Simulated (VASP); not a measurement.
# AlN (I-4m2) in VASP: further runs, part 3 of 3

VASP 6.6.1. The steps go on from the part before.

### 5 Single point, r2SCAN (uniaxial z strain +2.0%)

File POSCAR:

```
AlN
1.0
    0.0000000000      2.1848764125      2.2285739407
    2.1848764125      0.0000000000      2.2285739407
    2.1848764125      2.1848764125      0.0000000000
Al N
1 1
Direct
    0.0000000000      0.0000000000      0.0000000000
    0.2500000000      0.2500000000      0.2500000000
```

File INCAR.step1:

```
SYSTEM = AlN
ALGO     = Normal         ! electronic algorithm
EDIFF    = 1E-4           ! SCF threshold, eV
ENCUT    = 520            ! plane-wave cutoff, eV
GGA      = PE             ! functional
ISMEAR   = 0              ! smearing method
LASPH    = .TRUE.         ! aspherical terms in the spheres
LCHARG   = .FALSE.        ! write CHGCAR
LREAL    = .FALSE.        ! projectors in reciprocal space
LWAVE    = .TRUE.         ! write WAVECAR
NBANDS   = 11             ! bands
NELM     = 60             ! most SCF steps
PREC     = Accurate       ! precision mode
SIGMA    = 0.01           ! smearing width, eV
```

File INCAR.step2:

```
SYSTEM = AlN
ALGO     = Normal         ! electronic algorithm
EDIFF    = 1E-6           ! SCF threshold, eV
ENCUT    = 520            ! plane-wave cutoff, eV
ISIF     = 2              ! what is computed and relaxed
ISMEAR   = 0              ! smearing method
ISTART   = 1            
LASPH    = .TRUE.         ! aspherical terms in the spheres
LCHARG   = .FALSE.        ! write CHGCAR
LMIXTAU  = .TRUE.       
LREAL    = .FALSE.        ! projectors in reciprocal space
LWAVE    = .FALSE.        ! write WAVECAR
METAGGA  = R2SCAN         ! meta-GGA
NBANDS   = 11             ! bands
NELM     = 60             ! most SCF steps
PREC     = Accurate       ! precision mode
SIGMA    = 0.01           ! smearing width, eV
```

File KPOINTS:

```
k-points
0
G
  10 10 10
  0 0 0
```

Potentials or basis: VASP PAW PBE potentials, release 64 (Al, N).

Launch:

```console
> cat potpaw_PBE.64/Al/POTCAR potpaw_PBE.64/N/POTCAR > POTCAR
> cp INCAR.step1 INCAR
> mpirun -np 1 vasp_std > vasp.out
> cp INCAR.step2 INCAR
> mpirun -np 1 vasp_std > vasp.out
```

OUTCAR:

```text
SYSTEM = AlN
   EDIFF = 1E-6
   ENCUT = 520
   ISIF = 2
   ISMEAR = 0
   ISTART = 1
   LASPH = .TRUE.
   LREAL = .FALSE.
   METAGGA = R2SCAN
   NELM = 60
   PREC = Accurate

 ion  position               nearest neighbor table
   1  0.000  0.000  0.000-   2 1.90   2 1.90   2 1.90   2 1.90
   2  0.250  0.250  0.250-   1 1.90   1 1.90   1 1.90   1 1.90

  LATTYP: Found a body centered tetragonal cell.
 ALAT       =     3.0898818547
 C/A-ratio  =     1.4424978336

  Lattice vectors:

 A1 = (  -2.1848764125,   0.0000000000,   2.2285739407)
 A2 = (   2.1848764125,   0.0000000000,   2.2285739407)
 A3 = (   0.0000000000,   2.1848764125,  -2.2285739407)

Analysis of symmetry for initial positions (statically):
=====================================================================
 Subroutine PRICEL returns:
 Original cell was already a primitive cell.

 Routine SETGRP: Setting up the symmetry group for a
 body centered tetragonal supercell.

 Subroutine GETGRP returns: Found  8 space group operations
 (whereof  8 operations were pure point group operations)
 out of a pool of 16 trial point group operations.

The static configuration has the point symmetry D_2d.

Analysis of symmetry for dynamics (positions and initial velocities):
=====================================================================
 Subroutine PRICEL returns:
 Original cell was already a primitive cell.

 Routine SETGRP: Setting up the symmetry group for a
 body centered tetragonal supercell.

 Subroutine GETGRP returns: Found  8 space group operations
 (whereof  8 operations were pure point group operations)
 out of a pool of 16 trial point group operations.

The dynamic configuration has the point symmetry D_2d.

 Subroutine INISYM returns: Found  8 space group operations
 (whereof  8 operations are pure point group operations),
 and found     1 'primitive' translations

----------------------------------------------------------------------------------------

                                     Primitive cell

  volume of cell :      21.2770

  direct lattice vectors                    reciprocal lattice vectors
     0.000000000  2.184876412  2.228573941    -0.228845896  0.228845896  0.224358721
     2.184876412  0.000000000  2.228573941     0.228845896 -0.228845896  0.224358721
     2.184876412  2.184876412  0.000000000     0.228845896  0.228845896 -0.224358721

  length of vectors
     3.120933634  3.120933634  3.089881855     0.393799091  0.393799091  0.393799091

  position of ions in fractional coordinates (direct lattice)
     0.000000000  0.000000000  0.000000000
     0.250000000  0.250000000  0.250000000

  ion indices of the primitive-cell ions
   primitive index   ion index
                 1           1
                 2           2

----------------------------------------------------------------------------------------

 KPOINTS: k-points

Automatic generation of k-mesh.
 Grid dimensions read from file:
 generate k-points for:   10   10   10

 Generating k-lattice:

  Cartesian coordinates                     Fractional coordinates (reciprocal lattice)
    -0.022884590  0.022884590  0.022435872     0.100000000  0.000000000  0.000000000
[... 39 lines left out ...]
  0.400000  0.300000  0.000000      8.000000
 [... further k-points ...]
   k-points           NKPTS =    102   k-points in BZ     NKDIM =    102   number of bands    NBANDS=     11
   number of dos      NEDOS =    301   number of ions     NIONS =      2
   total plane-waves  NPLWV =  13824
   dimension x,y,z NGX =    24 NGY =   24 NGZ =   24
   dimension x,y,z NGXF=    48 NGYF=   48 NGZF=   48
   ions per type =               1   1
   NGX,Y,Z   is equivalent  to a cutoff of  12.78, 12.78, 12.91 a.u.
   NGXF,Y,Z  is equivalent  to a cutoff of  25.57, 25.57, 25.83 a.u.
 SYSTEM =  AlN
   PREC   = accura    normal or accurate (medium, high low for compatibility)
   ISTART =      1    job   : 0-new  1-cont  2-samecut
   ICHARG =      0    charge: 1-file 2-atom 10-const
   ISPIN  =      1    spin polarized calculation?
   LNONCOLLINEAR =      F non collinear calculations
   LSORBIT =      F    spin-orbit coupling
   LASPH  =      T    aspherical Exc in radial PAW
   ENCUT  =  520.0 eV  38.22 Ry    6.18 a.u.   5.80  5.80  5.75*2*pi/ulx,y,z
   NELM   =     60;   NELMIN=  2; NELMDL=  0     # of ELM steps
   EDIFF  = 0.1E-05   stopping-criterion for ELM
   LREAL  =      F    real-space projection
   EDIFFG = 0.1E-04   stopping-criterion for IOM
   NSW    =      0    number of steps for IOM
   IBRION =     -1    ionic relax: 0-MD 1-quasi-New 2-CG
   NFREE  =      0    steps in history (QN), initial steepest desc. (CG)
   ISIF   =      2    stress and relaxation
   ISYM   =      2    0-nonsym 1-usesym 2-fastsym
   POTIM  = 0.5000    time-step for ionic-motion
   TEBEG  =    0.0;   TEEND  =   0.0 temperature during run
   PSTRESS=    0.0 pullay stress
   NELECT =       8.0000    total number of electrons
   NUPDOWN=      -1.0000    fix difference up-down
   EMIN   =  10.00;   EMAX   =-10.00  energy-range for DOS
   EFERMI =   0.00;   METHOD = LEGACY
   ISMEAR =     0;   SIGMA  =   0.01  broadening in eV -4-tet -1-fermi 0-gaus
   EFERMI_NEDOS =   21; number of points for ismear=-14 and -15
   IALGO  =     38    algorithm
   IMIX   =      4    mixing-type and parameters
     AMIX     =   0.40;   BMIX     =  1.00
     AMIX_MAG =   1.60;   BMIX_MAG =  1.00
  volume/ion in A,a.u.               =      10.64        71.79
  Fermi-wavevector in a.u.,A,eV,Ry     =   1.181593  2.232887 18.995936  1.396162
  Thomas-Fermi vector in A             =   2.317863
   LORBIT       =      0    0 simple, 1 ext, 2 COOP (PROOUT), +10 PAW based schemes
   METAGGA = R2SCAN    functional components
   LHFCALC =     F    Hartree Fock is set to
   AEXX    =    0.0000 exact exchange contribution
   IVDW    =     0    specifies the selected vdW correction
   LEPSILON=     F    determine dielectric tensor
   LRPA    =     F    only Hartree local field effects (RPA)
 non-spin polarized calculation
 Gauss-broadening in eV      SIGMA  =   0.01
  energy-cutoff  :      520.00
  volume of cell :       21.28
 maximum number of plane-waves:       588
   NGX = 11   NGY = 11   NGZ = 11

 number of electron       8.0000001 magnetization

 Free energy of the ion-electron system (eV)
  ---------------------------------------------------
  ext. energy  EPLUGINS =         0.00000000
  ---------------------------------------------------
  free energy    TOTEN  =       -19.17116161 eV

  energy without entropy =      -19.17116161  energy(sigma->0) =      -19.17116161

 E-fermi :   5.5807     XC(G=0): -11.3240

 val. band max:        5.5300326611   @ k =   0.0000   0.0000   0.0000
 cond. band min:       9.3895744068   @ k =   0.5000   0.0000   0.5000
 fundamental gap:      3.8595417457
 Fermi energy:         5.5807365948

 k-point     1 :       0.0000    0.0000    0.0000
  band No.  band energies     occupation
      1     -10.1208      2.00000
      2       5.4422      2.00000
      3       5.5300      2.00000
      4       5.5300      2.00000
      5      10.1954      0.00000
      6      18.7981      0.00000
      7      18.7981      0.00000
      8      18.8259      0.00000
      9      23.5091      0.00000
     10      24.1882      0.00000
     11      25.0412      0.00000
[... 309 lines left out ...]
 k-point    24 :       0.4000    0.3000    0.0000
  band No.  band energies     occupation
      1      -8.2306      2.00000
      2       1.2846      2.00000
      3       3.8609      2.00000
      4       4.1880      2.00000
      5      11.0330      0.00000
      6      15.9600      0.00000
      7      18.3164      0.00000
      8      21.0658      0.00000
      9      21.5761      0.00000
     10      27.8541      0.00000
     11      29.9750      0.00000

 [... further k-points ...]

------------------------ aborting loop because EDIFF is reached ----------------------------------------

  FORCE on cell =-STRESS in cart. coord.  units (eV):
  Direction    XX          YY          ZZ          XY          YZ          ZX
  --------------------------------------------------------------------------------------
  -------------------------------------------------------------------------------------
  Total       -0.4507574     -0.4507574     -0.8646693      0.0000000      0.0000000     -0.0000000
  in kB      -33.9424051    -33.9424051    -65.1103170      0.0000000      0.0000000     -0.0000000
  external PRESSURE =     -44.3317091 kB  Pullay stress =       0.0000000 kB

 VOLUME and BASIS-vectors are now :
 -----------------------------------------------------------------------------
  energy-cutoff  :      520.00
  volume of cell :       21.28
      direct lattice vectors                 reciprocal lattice vectors
     0.000000000  2.184876412  2.228573941    -0.228845896  0.228845896  0.224358721
     2.184876412  0.000000000  2.228573941     0.228845896 -0.228845896  0.224358721
     2.184876412  2.184876412  0.000000000     0.228845896  0.228845896 -0.224358721

 POSITION                                       TOTAL-FORCE (eV/Angst)
 -----------------------------------------------------------------------------------
      0.00000      0.00000      0.00000         0.000000      0.000000     -0.000000
      1.09244      1.09244      1.11429        -0.000000     -0.000000      0.000000
 -----------------------------------------------------------------------------------
    total drift:                                0.000001      0.000001     -0.000001

  FREE ENERGIE OF THE ION-ELECTRON SYSTEM (eV)
  ---------------------------------------------------
  free  energy   TOTEN  =       -19.1711616107 eV

  energy  without entropy=      -19.1711616107  energy(sigma->0) =      -19.17116161
```

Run time: 63 s. Hardware: 1 thread of Intel Xeon 8259CL, shared host; peak memory 0.15 GiB.

What came out:

```yaml
Free_energy: -19.1712 eV
Pressure: -4.4 GPa
Band_gap_on_the_k_mesh: 3.86 eV (least direct gap 4.67 eV)
```

Stress tensor (GPa, compression positive):
```
-3.39  0.00  0.00
 0.00 -3.39  0.00
 0.00  0.00 -6.51
```

Caveat: the cell differs from its parent crystal (uniaxial z strain +2.0%); the cell stands under tension; the PAW data sets were made with another functional, which shifts forces and pressure a little.

### 6 Single point, r2SCAN (uniaxial z strain +3.0%)

File POSCAR:

```
AlN
1.0
    0.0000000000      2.1848764125      2.2504227048
    2.1848764125      0.0000000000      2.2504227048
    2.1848764125      2.1848764125      0.0000000000
Al N
1 1
Direct
    0.0000000000      0.0000000000      0.0000000000
    0.2500000000      0.2500000000      0.2500000000
```

File INCAR.step1:

```
PREC     = Accurate       # precision mode
ENCUT    = 520            # plane-wave cutoff, eV
ISMEAR   = 0              # smearing method
SIGMA    = 0.01           # smearing width, eV
LREAL    = False          # projectors in reciprocal space
LASPH    = True           # aspherical terms in the spheres
NELM     = 80             # most SCF steps
NBANDS   = 11             # bands
GGA      = PE             # functional
ALGO     = Normal         # electronic algorithm
EDIFF    = 1E-4           # SCF threshold, eV
LWAVE    = True           # write WAVECAR
LCHARG   = False          # write CHGCAR
```

File INCAR.step2:

```
PREC     = Accurate       # precision mode
ENCUT    = 520            # plane-wave cutoff, eV
EDIFF    = 1E-7           # SCF threshold, eV
ISMEAR   = 0              # smearing method
SIGMA    = 0.01           # smearing width, eV
LREAL    = False          # projectors in reciprocal space
LASPH    = True           # aspherical terms in the spheres
NELM     = 80             # most SCF steps
ALGO     = Normal         # electronic algorithm
ISIF     = 2              # what is computed and relaxed
LWAVE    = False          # write WAVECAR
LCHARG   = True           # write CHGCAR
METAGGA  = R2SCAN         # meta-GGA
LMIXTAU  = True         
LELF     = True           # ELF
LVHAR    = True         
NBANDS   = 11             # bands
ISTART   = 1
```

File KPOINTS:

```
regular mesh
0
Gamma
  10 10 10
```

Potentials or basis: VASP PAW PBE potentials, release 64 (Al, N).

Launch:

```console
> cat potpaw_PBE.64/Al/POTCAR potpaw_PBE.64/N/POTCAR > POTCAR
> cp INCAR.step1 INCAR
> mpirun -np 1 vasp_std > vasp.out
> cp INCAR.step2 INCAR
> mpirun -np 1 vasp_std > vasp.out
```

It took 80 s on 1 thread of Intel Xeon 8259CL, shared host; peak memory 0.16 GiB.

The run converged. Its results:

* Free energy: -19.1609 eV
* Pressure: -6.3 GPa
* Band gap on the k mesh: 3.82 eV (least direct gap 4.56 eV)

Stress tensor (GPa, compression positive):
```
-4.73  0.00  0.00
 0.00 -4.73  0.00
 0.00  0.00 -9.53
```

Levels at points of the mesh, in eV from the valence-band top:
| k point | band 2 | band 3 | band 4 | band 5 | band 6 | band 7 |
| --- | --- | --- | --- | --- | --- | --- |
| (0.00, 0.00, 0.00) | -0.13 | 0.00 | 0.00 | 4.56 | 13.15 | 13.15 |
| (0.50, 0.00, 0.00) | -5.81 | -0.66 | -0.40 | 7.83 | 10.55 | 11.48 |
| (0.50, 0.50, 0.00) | -5.09 | -1.66 | -1.66 | 3.96 | 9.54 | 14.36 |
| (0.50, 0.00, 0.50) | -4.81 | -1.90 | -1.89 | 3.82 | 9.08 | 14.89 |

Caveat: the cell differs from its parent crystal (uniaxial z strain +3.0%); the cell stands under tension; the PAW data sets were made with another functional, which shifts forces and pressure a little. A k mesh can miss the band edges.

### 7 The runs side by side

| cell | gap on the mesh (eV) | pressure (GPa) |
| --- | --- | --- |
| a = 3.059, b = 3.059, c = 3.090 Å, angles 59.7, 59.7, 60.7°, 2 atoms | 3.83 | 4.0 |
| a = 3.074, b = 3.074, c = 3.090 Å, angles 59.8, 59.8, 60.3°, 2 atoms | 3.88 | 1.8 |
| a = 3.105, b = 3.105, c = 3.090 Å, angles 60.2, 60.2, 59.7°, 2 atoms | 3.90 | -2.5 |
| a = 3.121, b = 3.121, c = 3.090 Å, angles 60.3, 60.3, 59.3°, 2 atoms | 3.86 | -4.4 |
| a = 3.137, b = 3.137, c = 3.090 Å, angles 60.5, 60.5, 59.0°, 2 atoms | 3.82 | -6.3 |

Alike in all rows: task single point; level r2SCAN; potentials or basis VASP PAW PBE potentials, release 64 (Al, N); no spin polarisation; k mesh 10 × 10 × 10; cutoff (eV) 520; smearing gaussian 0.01 eV.

Caveats: the PAW data sets were made with another functional, which shifts forces and pressure a little; the cell stands under tension (at least some runs); the cell stands under pressure (at least some runs).

Total energies depend on the potentials used, so only differences within one code and one set of settings carry meaning.
